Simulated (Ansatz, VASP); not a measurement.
**BN in VASP and in Ansatz**

The input INCAR:

```
SYSTEM = BN
PREC     = Accurate       ! precision mode
ENCUT    = 520            ! plane-wave cutoff, eV
EDIFF    = 1E-7           ! SCF threshold, eV
ISMEAR   = 0              ! smearing method
SIGMA    = 0.05           ! smearing width, eV
LREAL    = .False.        ! projectors in reciprocal space
LASPH    = .True.         ! aspherical terms in the spheres
NELM     = 80             ! most SCF steps
ALGO     = Normal         ! electronic algorithm
ISIF     = 2              ! what is computed and relaxed
LWAVE    = .False.        ! write WAVECAR
LCHARG   = .False.        ! write CHGCAR
GGA      = PE             ! functional
NBANDS   = 16             ! bands
```

KPOINTS

```
regular mesh
0
Gamma
  12 12 4
  0 0 0
```

The input POSCAR:

```
BN
1.0
    2.5121751215      0.0000000000      0.0000000000
   -1.2560875608      2.1756074740      0.0000000000
    0.0000000000      0.0000000000      8.0933802738
B N
2 2
Direct
    0.3333333333      0.6666666667      0.2500000000
    0.6666666667      0.3333333333      0.7500000000
    0.3333333333      0.6666666667      0.7500000000
    0.6666666667      0.3333333333      0.2500000000
```

Input for Ansatz:

```yaml
crystal:
  lattice:
    - [2.5121751215, 0.0, 0.0]
    - [-1.2560875608, 2.175607474, 0.0]
    - [0.0, 0.0, 8.0933802738]
  atoms:
    - { symbol: B, position: [0.3333333333, 0.6666666667, 0.25] }
    - { symbol: B, position: [0.6666666667, 0.3333333333, 0.75] }
    - { symbol: "N", position: [0.3333333333, 0.6666666667, 0.75] }
    - { symbol: "N", position: [0.6666666667, 0.3333333333, 0.25] }
basis:
  ecutwfc: 420
kpoints:
  mp_grid: { grid: [12, 12, 4] }
hamiltonian:
  xc: pbe
scf:
  occupations: { method: gaussian, width: 0.05 }
output:
  forces: true
  stress: true
  eigenvalues: true
```

Change from the starting cell: strain -0.0300 x Voigt [0, 0, 1, 0, 0, 0], atoms carried along.

Alike in both runs: task single point; functional PBE; k mesh 12 × 12 × 4; occupations gaussian, width 0.05 eV; no spin polarisation.

|  | VASP | Ansatz |
| --- | --- | --- |
| version | VASP 6.6.1 | Ansatz 0.2.0 |
| potentials or method | VASP PAW PBE potentials, release 64 (B, N), cutoff 520 eV | scalar-relativistic, plane waves, PAW |
| valence electrons in the cell | 16 | 16 |

|  | VASP | Ansatz | Ansatz less VASP |
| --- | --- | --- | --- |
| gap on the k mesh at the Fermi level (eV) | 4.47 | 4.47 | +0.002 |
| least direct gap on the mesh (eV) | 4.65 | 4.66 | +0.003 |
| pressure (GPa) | 0.1 | 0.0 | -0.05 |
| traceless stress, the component that is largest in VASP (GPa) | -0.09 | 0.09 | +0.176 |

The functional is the same, so the differences come from potentials, cutoffs and numerics.
